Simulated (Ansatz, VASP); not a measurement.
**SiC: VASP beside Ansatz**

File POSCAR:

```
SiC
1.0
    0.0000000000      2.1780523525      2.1780523525
    2.1780523525      0.0000000000      2.1780523525
    2.1780523525      2.1780523525      0.0000000000
Si C
1 1
Direct
    0.0000000000      0.0000000000      0.0000000000
    0.2500000000      0.2500000000      0.2500000000
```

File INCAR.step1:

```
SYSTEM = SiC
PREC = Accurate ; ENCUT = 520
EDIFF = 1E-5 ; ISMEAR = 0
SIGMA = 0.01 ; LREAL = .FALSE.
LASPH = .TRUE. ; NELM = 100
ALGO = Normal ; ISIF = 2
LWAVE = .TRUE. ; NBANDS = 11
GGA = PE
```

INCAR.step2

```
SYSTEM = SiC
PREC = Accurate ; ENCUT = 520
EDIFF = 1E-6 ; ISMEAR = 0
SIGMA = 0.01 ; LREAL = .FALSE.
LASPH = .TRUE. ; NELM = 100
ALGO = Normal ; ISIF = 2
LWAVE = .FALSE. ; LCHARG = .TRUE.
GGA = PE ; LHFCALC = .TRUE.
AEXX = 0.25 ; PRECFOCK = Normal
LELF = .TRUE. ; LVHAR = .TRUE.
NBANDS = 11 ; ISTART = 1
```

KPOINTS

```
Automatic mesh
0
G
  8 8 8
  0 0 0
```

Input for Ansatz:

```yaml
crystal:
  lattice:
    - [0.0, 2.1780523525, 2.1780523525]
    - [2.1780523525, 0.0, 2.1780523525]
    - [2.1780523525, 2.1780523525, 0.0]
  atoms:
    - { symbol: Si, position: [0.0, 0.0, 0.0] }
    - { symbol: C, position: [0.25, 0.25, 0.25] }
kpoints:
  mp_grid: { grid: [8, 8, 8] }
  band_path:
    path:
      - [0.0, 0.0, 0.0]
      - [-0.5, -0.5, 0.0]
      - [-0.375, -0.375, 0.25]
      - [-0.375, 0.0, 0.375]
      - [0.0, 0.0, 0.5]
      - [-0.5, -0.25, 0.25]
      - [0.0, 0.5, 0.5]
    npoints: 1
hamiltonian:
  xc: pbe0
scf:
  occupations: { method: fixed }
  n_extra_bands: 4
output:
  forces: true
  stress: true
  eigenvalues: true
  write_density: true
  write_potential: true
  elf: true
  volumetric_format: npy
```

Alike in both runs: task single point; functional PBE0; k mesh 8 × 8 × 8; no spin polarisation.

|  | VASP | Ansatz |
| --- | --- | --- |
| version | VASP 6.6.1 | Ansatz 0.2.0 |
| potentials or method | VASP PAW PBE potentials, release 64 (Si, C) | plane waves, PAW |
| plane-wave cutoff (eV) | 520 | 420 |
| occupations | gaussian, width 0.01 eV | fixed |
| valence electrons in the cell | 8 | 8 |

|  | VASP | Ansatz | Ansatz less VASP |
| --- | --- | --- | --- |
| gap on the k mesh at the Fermi level (eV) | 2.96 | 2.95 | -0.017 |
| pressure (GPa) | -1.7 | -1.3 | +0.39 |

Ansatz's warnings: stress exchange threshold loose, stress scf threshold loose.
